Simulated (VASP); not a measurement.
Input of a VASP 6.6.1 run:

The input INCAR:

```
SYSTEM = Sb
  PREC = Accurate
  ENCUT = 520
  EDIFF = 1E-6
  ISMEAR = -1
  SIGMA = 0.08
  LREAL = .FALSE.
  LASPH = .TRUE.
  NELM = 60
  ALGO = Normal
  ISIF = 2
  LWAVE = .FALSE.
  LCHARG = .FALSE.
  GGA = PE
  NBANDS = 12
```

KPOINTS

```
Automatic mesh
0
G
  15 15 15
  0 0 0
```

POSCAR

```
Sb
1.0
   -2.2222767226      2.2222767226      1.1951895869
    2.2222767226     -2.2222767226      1.1951895869
    2.2222767226      2.2222767226     -1.1951895869
Sb
2
Direct
   -0.3750000000     -0.1250000000     -0.2500000000
    0.3750000000      0.1250000000      0.2500000000
```

Potentials or basis: VASP PAW PBE potentials, release 64 (Sb).

The run is started by

```console
$ cat potpaw_PBE.64/Sb/POTCAR > POTCAR
$ mpirun -np 1 vasp_std > vasp.out
```

(1) What does it give for the band gap on the k mesh?

(2) What does it give for the pressure?

Results:

(1) zero (band 5 reaches 30.84 eV, above the bottom of band 6 at 23.43 eV).

(2) 404.8 GPa.

Caveat: spin-orbit coupling is left out, which moves the levels of the heavy elements.
